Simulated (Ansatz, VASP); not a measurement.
TaRu in VASP and in Ansatz

The input INCAR:

```
  PREC = Accurate
  ENCUT = 400
  EDIFF = 1E-8
  ISMEAR = -1
  SIGMA = 0.03
  LREAL = False
  LASPH = True
  NELM = 120
  ALGO = Normal
  ISIF = 2
  LWAVE = False
  LCHARG = False
  LEFG = True
  NBANDS = 20
  GGA_COMPAT = False
```

KPOINTS

```
Automatic mesh
0
Gamma
  13 13 13
```

The input POSCAR:

```
TaRu
1.0
    3.1870000000      0.0318700000      0.0318700000
    0.0318700000      3.1870000000      0.0318700000
    0.0318700000      0.0318700000      3.1870000000
Ta Ru
1 1
Direct
    0.5000000000      0.5000000000      0.5000000000
    0.0000000000      0.0000000000      0.0000000000
```

Input for Ansatz:

```yaml
crystal:
  lattice:
    - [3.187, 0.03187, 0.03187]
    - [0.03187, 3.187, 0.03187]
    - [0.03187, 0.03187, 3.187]
  atoms:
    - { symbol: Ta, position: [0.5, 0.5, 0.5] }
    - { symbol: Ru, position: [0.0, 0.0, 0.0] }
kpoints:
  mp_grid: { grid: [13, 13, 13] }
scf:
  occupations: { method: fermi_dirac, width: 0.03 }
hamiltonian:
  xc: lda
  pseudopotentials: { kind: paw }
output:
  forces: true
  stress: true
  eigenvalues: true
  efg: { contact_densities: true }
  write_density: true
  write_potential: true
  elf: true
  volumetric_format: npy
```

Change from the starting cell: equal xy, yz and zx shear strains of +2 %, PAW files.

Alike in both runs: task electric field gradients; functional LDA; k mesh 13 × 13 × 13; occupations fermi-dirac, width 0.03 eV; no spin polarisation.

|  | VASP | Ansatz |
| --- | --- | --- |
| version | VASP 6.6.1 | Ansatz 0.2.0 |
| potentials or method | VASP PAW LDA potentials, release 64 (Ta_pv, Ru_pv) | PAW with Ansatz's default frozen-core files, scalar-relativistic |
| plane-wave cutoff (eV) | 400 | 420 |
| valence electrons in the cell | 25 | 29 |

|  | VASP | Ansatz | Ansatz less VASP |
| --- | --- | --- | --- |
| pressure (GPa) | -15.7 | -16.1 | -0.42 |
| traceless stress, the component that is largest in VASP (GPa) | -1.31 | -1.29 | +0.019 |
| size of Vzz on the site where it differs most (V/Å²) | 6.3 | 8.2 | +1.89 |

LDA's correlation is that of Perdew and Zunger in VASP and of Perdew and Wang (1992) in Ansatz. VASP's potentials hold 25 valence electrons a cell and Ansatz's 29, so a difference there can come from the potentials and not from the codes.

Neither program's run includes spin-orbit coupling.
